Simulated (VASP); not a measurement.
# Cl (Pm-3m) in VASP: further runs

The runs below take Cl through single point, relaxation of cell and atoms, with PBE.

All numbers are computed with VASP 6.6.1; they aren't measurements. Logs are shortened: lines on timing, memory, paths and dates and some standing lists are left out, and cuts for length are marked.

## (1) The cell of the first run

The structure is cubic, space group Pm-3m (No. 221). Conventional cell: a = 2.859 Å, b = 2.859 Å, c = 2.859 Å, α = 90.00°, β = 90.00°, γ = 90.00°. Cl (site symmetry m-3m) has 6 Cl at 2.86 Å within 3.8 Å.

## (2) Single point, PBE

INCAR reads:

```
SYSTEM = Cl
PREC = Accurate
ENCUT = 520
EDIFF = 1E-6
ISMEAR = -1
SIGMA = 0.02
LREAL = .False.
LASPH = .True.
NELM = 80
ALGO = Normal
ISIF = 2
LWAVE = .False.
LCHARG = .False.
GGA = PE
NBANDS = 10
```

KPOINTS reads:

```
Automatic mesh
0
Gamma
  16 16 16
  0 0 0
```

POSCAR reads:

```
Cl
1.0
    2.8588893422      0.0000000000      0.0000000000
    0.0000000000      2.8588893422      0.0000000000
    0.0000000000      0.0000000000      2.8588893422
Cl
1
Direct
    0.0000000000      0.0000000000      0.0000000000
```

Potentials or basis: VASP PAW PBE potentials, release 64 (Cl).

Started as:

```bash
$ cat potpaw_PBE.64/Cl/POTCAR > POTCAR
$ mpirun -np 1 vasp_std > vasp.out
```

OUTCAR:

```text
SYSTEM = Cl
   PREC = Accurate
   ENCUT = 520
   EDIFF = 1E-6
   ISMEAR = -1
   LREAL = .False.
   LASPH = .True.
   NELM = 80
   ISIF = 2
   GGA = PE

 ion  position               nearest neighbor table
   1  0.000  0.000  0.000-

  LATTYP: Found a simple cubic cell.
 ALAT       =     2.8588893422

  Lattice vectors:

 A1 = (   2.8588893422,   0.0000000000,   0.0000000000)
 A2 = (   0.0000000000,   2.8588893422,   0.0000000000)
 A3 = (   0.0000000000,   0.0000000000,   2.8588893422)

Analysis of symmetry for initial positions (statically):
=====================================================================
 Subroutine PRICEL returns:
 Original cell was already a primitive cell.

 Routine SETGRP: Setting up the symmetry group for a
 simple cubic supercell.

 Subroutine GETGRP returns: Found 48 space group operations
 (whereof 48 operations were pure point group operations)
 out of a pool of 48 trial point group operations.

The static configuration has the point symmetry O_h .

Analysis of symmetry for dynamics (positions and initial velocities):
=====================================================================
 Subroutine PRICEL returns:
 Original cell was already a primitive cell.

 Routine SETGRP: Setting up the symmetry group for a
 simple cubic supercell.

 Subroutine GETGRP returns: Found 48 space group operations
 (whereof 48 operations were pure point group operations)
 out of a pool of 48 trial point group operations.

The dynamic configuration has the point symmetry O_h .

 Subroutine INISYM returns: Found 48 space group operations
 (whereof 48 operations are pure point group operations),
 and found     1 'primitive' translations

----------------------------------------------------------------------------------------

                                     Primitive cell

  volume of cell :      23.3664

  direct lattice vectors                    reciprocal lattice vectors
     2.858889342  0.000000000  0.000000000     0.349786186  0.000000000  0.000000000
     0.000000000  2.858889342  0.000000000     0.000000000  0.349786186  0.000000000
     0.000000000  0.000000000  2.858889342     0.000000000  0.000000000  0.349786186

  length of vectors
     2.858889342  2.858889342  2.858889342     0.349786186  0.349786186  0.349786186

  position of ions in fractional coordinates (direct lattice)
     0.000000000  0.000000000  0.000000000

  ion indices of the primitive-cell ions
   primitive index   ion index
                 1           1

----------------------------------------------------------------------------------------

 KPOINTS: Automatic mesh

Automatic generation of k-mesh.
 Grid dimensions read from file:
 generate k-points for:   16   16   16

 Generating k-lattice:

  Cartesian coordinates                     Fractional coordinates (reciprocal lattice)
     0.021861637  0.000000000  0.000000000     0.062500000  0.000000000  0.000000000
     0.000000000  0.021861637  0.000000000     0.000000000  0.062500000  0.000000000
     0.000000000  0.000000000  0.021861637     0.000000000  0.000000000  0.062500000

  Length of vectors
     0.021861637  0.021861637  0.021861637

  Shift w.r.t. Gamma in fractional coordinates (k-lattice)
     0.000000000  0.000000000  0.000000000

 Subroutine IBZKPT returns following result:
 ===========================================

 Found    165 irreducible k-points:

 Following reciprocal coordinates:
            Coordinates               Weight
  0.000000  0.000000  0.000000      1.000000
  0.062500  0.000000  0.000000      6.000000
  0.125000  0.000000  0.000000      6.000000
  0.187500  0.000000  0.000000      6.000000
  0.250000  0.000000  0.000000      6.000000
  0.312500  0.000000  0.000000      6.000000
[... 16 lines left out ...]
  0.437500  0.125000  0.000000     24.000000
  0.500000  0.125000  0.000000     12.000000
 [... further k-points ...]
   k-points           NKPTS =    165   k-points in BZ     NKDIM =    165   number of bands    NBANDS=     10
   number of dos      NEDOS =    301   number of ions     NIONS =      1
   total plane-waves  NPLWV =  13824
   dimension x,y,z NGX =    24 NGY =   24 NGZ =   24
   dimension x,y,z NGXF=    48 NGYF=   48 NGZF=   48
   ions per type =               1
   NGX,Y,Z   is equivalent  to a cutoff of  13.96, 13.96, 13.96 a.u.
   NGXF,Y,Z  is equivalent  to a cutoff of  27.91, 27.91, 27.91 a.u.
 SYSTEM =  Cl
   PREC   = accura    normal or accurate (medium, high low for compatibility)
   ISTART =      0    job   : 0-new  1-cont  2-samecut
   ICHARG =      2    charge: 1-file 2-atom 10-const
   ISPIN  =      1    spin polarized calculation?
   LNONCOLLINEAR =      F non collinear calculations
   LSORBIT =      F    spin-orbit coupling
   LASPH  =      T    aspherical Exc in radial PAW
   ENCUT  =  520.0 eV  38.22 Ry    6.18 a.u.   5.32  5.32  5.32*2*pi/ulx,y,z
   NELM   =     80;   NELMIN=  2; NELMDL= -5     # of ELM steps
   EDIFF  = 0.1E-05   stopping-criterion for ELM
   LREAL  =      F    real-space projection
   EDIFFG = 0.1E-04   stopping-criterion for IOM
   NSW    =      0    number of steps for IOM
   IBRION =     -1    ionic relax: 0-MD 1-quasi-New 2-CG
   NFREE  =      0    steps in history (QN), initial steepest desc. (CG)
   ISIF   =      2    stress and relaxation
   ISYM   =      2    0-nonsym 1-usesym 2-fastsym
   POTIM  = 0.5000    time-step for ionic-motion
   TEBEG  =    0.0;   TEEND  =   0.0 temperature during run
   PSTRESS=    0.0 pullay stress
   NELECT =       7.0000    total number of electrons
   NUPDOWN=      -1.0000    fix difference up-down
   EMIN   =  10.00;   EMAX   =-10.00  energy-range for DOS
   EFERMI =   0.00;   METHOD = LEGACY
   ISMEAR =    -1;   SIGMA  =   0.02  broadening in eV -4-tet -1-fermi 0-gaus
   EFERMI_NEDOS =   21; number of points for ismear=-14 and -15
   IALGO  =     38    algorithm
   IMIX   =      4    mixing-type and parameters
     AMIX     =   0.40;   BMIX     =  1.00
     AMIX_MAG =   1.60;   BMIX_MAG =  1.00
  volume/ion in A,a.u.               =      23.37       157.68
  Fermi-wavevector in a.u.,A,eV,Ry     =   1.095410  2.070025 16.325954  1.199924
  Thomas-Fermi vector in A             =   2.231733
   LORBIT       =      0    0 simple, 1 ext, 2 COOP (PROOUT), +10 PAW based schemes
   GGA     = PE    functional components
   LHFCALC =     F    Hartree Fock is set to
   AEXX    =    0.0000 exact exchange contribution
   IVDW    =     0    specifies the selected vdW correction
   LEPSILON=     F    determine dielectric tensor
   LRPA    =     F    only Hartree local field effects (RPA)
 non-spin polarized calculation
  energy-cutoff  :      520.00
  volume of cell :       23.37
 maximum number of plane-waves:       647
 NGX is ok and might be reduce to    24
   NGX = 11   NGY = 11   NGZ = 11

 number of electron       7.0000001 magnetization

 Free energy of the ion-electron system (eV)
  ---------------------------------------------------
  ext. energy  EPLUGINS =         0.00000000
  ---------------------------------------------------
  free energy    TOTEN  =        -1.17368078 eV

  energy without entropy =       -1.17209560  energy(sigma->0) =       -1.17288819

 E-fermi :   1.4046     XC(G=0):  -8.9047

 val. band max:        1.3838230998   @ k =   0.2500   0.1250   0.0625
 cond. band min:       1.4254683586   @ k =   0.1250   0.1250   0.0000
 fundamental gap:      0.0416452588
 Fermi energy:         1.4046328282

 k-point     1 :       0.0000    0.0000    0.0000
  band No.  band energies     occupation
      1     -14.3557      2.00000
      2       1.2649      1.99816
      3       1.2649      1.99816
      4       1.2649      1.99816
      5       9.6116      0.00000
      6      11.6711      0.00000
      7      11.6711      0.00000
      8      22.0802      0.00000
      9      22.0802      0.00000
     10      22.0802      0.00000

 k-point     2 :       0.0625    0.0000    0.0000
  band No.  band energies     occupation
      1     -14.3209      2.00000
      2       0.9943      2.00000
      3       1.2857      1.99478
      4       1.2857      1.99478
      5       9.7702      0.00000
      6      11.7164      0.00000
      7      11.9292      0.00000
      8      21.6201      0.00000
      9      21.6201      0.00000
     10      22.1044      0.00000

 k-point     3 :       0.1250    0.0000    0.0000
  band No.  band energies     occupation
      1     -14.2195      2.00000
      2       0.2994      2.00000
      3       1.3457      1.90003
      4       1.3457      1.90003
      5      10.1284      0.00000
      6      11.8493      0.00000
      7      12.6836      0.00000
      8      20.6394      0.00000
      9      20.6394      0.00000
     10      22.1742      0.00000

 k-point     4 :       0.1875    0.0000    0.0000
  band No.  band energies     occupation
      1     -14.0607      2.00000
      2      -0.6001      2.00000
      3       1.4378      0.32027
      4       1.4378      0.32027
      5      10.5555      0.00000
      6      12.0601      0.00000
      7      13.7657      0.00000
      8      19.5636      0.00000
      9      19.5636      0.00000
     10      22.2816      0.00000
[... 222 lines left out ...]
 k-point    22 :       0.3750    0.1250    0.0000
  band No.  band energies     occupation
      1     -13.3182      2.00000
      2      -2.9038      2.00000
      3       0.9281      2.00000
      4       1.8422      0.00000
      5      12.3235      0.00000
      6      13.4077      0.00000
      7      14.6667      0.00000
      8      17.2490      0.00000
      9      17.7140      0.00000
     10      21.5415      0.00000

 k-point    23 :       0.4375    0.1250    0.0000
  band No.  band energies     occupation
      1     -13.1783      2.00000
      2      -3.3327      2.00000
      3       1.0175      2.00000
      4       1.9114      0.00000
      5      12.6988      0.00000
      6      13.4097      0.00000
      7      14.4590      0.00000
      8      16.8606      0.00000
      9      17.5620      0.00000
     10      21.6513      0.00000

 k-point    24 :       0.5000    0.1250    0.0000
  band No.  band energies     occupation
      1     -13.1273      2.00000
      2      -3.4814      2.00000
      3       1.0496      2.00000
      4       1.9361      0.00000
      5      12.8774      0.00000
      6      13.3508      0.00000
      7      14.4080      0.00000
      8      16.7286      0.00000
      9      17.4651      0.00000
     10      21.6911      0.00000

 [... further k-points ...]

------------------------ aborting loop because EDIFF is reached ----------------------------------------

  FORCE on cell =-STRESS in cart. coord.  units (eV):
  Direction    XX          YY          ZZ          XY          YZ          ZX
  --------------------------------------------------------------------------------------
  -------------------------------------------------------------------------------------
  Total       -0.0134681     -0.0134681     -0.0134681      0.0000000     -0.0000000      0.0000000
  in kB       -0.9234736     -0.9234736     -0.9234736      0.0000000     -0.0000000      0.0000000
  external PRESSURE =      -0.9234736 kB  Pullay stress =       0.0000000 kB

 VOLUME and BASIS-vectors are now :
 -----------------------------------------------------------------------------
  energy-cutoff  :      520.00
  volume of cell :       23.37
      direct lattice vectors                 reciprocal lattice vectors
     2.858889342  0.000000000  0.000000000     0.349786186  0.000000000  0.000000000
     0.000000000  2.858889342  0.000000000     0.000000000  0.349786186  0.000000000
     0.000000000  0.000000000  2.858889342     0.000000000  0.000000000  0.349786186

 POSITION                                       TOTAL-FORCE (eV/Angst)
 -----------------------------------------------------------------------------------
      0.00000      0.00000      0.00000         0.000000      0.000000      0.000000
 -----------------------------------------------------------------------------------
    total drift:                                0.000000      0.000000      0.000000

  FREE ENERGIE OF THE ION-ELECTRON SYSTEM (eV)
  ---------------------------------------------------
  free  energy   TOTEN  =        -1.1736807841 eV

  energy  without entropy=       -1.1720955982  energy(sigma->0) =       -1.17288819
```

It took 22 s on 1 thread of Intel Xeon Platinum 8375C at 2.90GHz (Ice Lake), shared host; peak memory 0.15 GiB.

Results:

```yaml
Free_energy: -1.1737 eV
Pressure: -0.1 GPa
```

Caveat: an odd number of electrons without spin polarisation forces a metal; a magnetic or distorted state may lie lower.

## (3) Relaxation of cell and atoms, PBE

This run uses another cell than the first one, of 24.64 Å³/atom, 1.055 times its volume.

INCAR reads:

```
PREC = Accurate
ENCUT = 600
EDIFF = 1E-6
ISMEAR = -1
SIGMA = 0.02
LREAL = False
LASPH = True
NELM = 100
ALGO = Normal
ISIF = 3
LWAVE = False
LCHARG = False
GGA = PE
IBRION = 2
NSW = 80
EDIFFG = -0.01
```

KPOINTS reads:

```
Automatic mesh
0
Gamma
  16 16 16
```

POSCAR reads:

```
Cl
1.0
    2.9100000000      0.0000000000      0.0000000000
    0.0000000000      2.9100000000      0.0000000000
    0.0000000000      0.0000000000      2.9100000000
Cl
1
Direct
    0.0000000000      0.0000000000      0.0000000000
```

Potentials or basis: VASP PAW PBE potentials, release 64 (Cl).

Started as:

```bash
$ cat potpaw_PBE.64/Cl/POTCAR > POTCAR
$ mpirun -np 1 vasp_std > vasp.out
```

It took 30 s on 1 thread of Intel Xeon Platinum 8375C at 2.90GHz (Ice Lake), shared host; peak memory 0.15 GiB.

The run converged. Its results:

```yaml
Free_energy: -1.1738 eV
Relaxed_volume: 23.36 Å³/atom
Relaxed_cell: a = 2.859 Å, b = 2.859 Å, c = 2.859 Å, α = 90.00°, β = 90.00°, γ = 90.00°
Space_group_after_relaxing_to_0.05_Å: Pm-3m (No. 221)
Energy_gained_by_relaxing: 6.9 meV/atom
Ionic_steps: 3
Pressure_after_relaxing: 0.0 GPa
```

Step by step:
| step | energy change (eV) | largest force (eV/Å) | pressure (GPa) | volume (Å³) |
| --- | --- | --- | --- | --- |
| 1 | 0.0000 | 0.0000 | -1.61 | 24.64 |
| 2 | -0.0061 | 0.0000 | -0.59 | 23.77 |
| 3 | -0.0069 | 0.0000 | -0.02 | 23.36 |

Final structure:
```
Cl
1.0
     2.85876    0.00000    0.00000
     0.00000    2.85876    0.00000
     0.00000    0.00000    2.85876
Cl
1
Cartesian
  0.0000 0.0000 0.0000
```

Levels at points of the mesh, in eV from the Fermi level:
```csv
k point,band 1,band 2,band 3,band 4,band 5,band 6,band 7
"(0.00, 0.00, 0.00)",-15.76,-0.14,-0.14,-0.14,8.21,10.27,10.27
"(0.50, 0.00, 0.00)",-14.66,-5.03,0.46,0.46,11.71,11.80,13.27
"(0.50, 0.50, 0.00)",-13.64,-3.90,-3.90,0.99,6.59,13.57,16.55
"(0.50, 0.50, 0.50)",-12.67,-2.97,-2.97,-2.97,9.02,9.02,9.02
```

Caveat: an odd number of electrons without spin polarisation forces a metal; a magnetic or distorted state may lie lower.
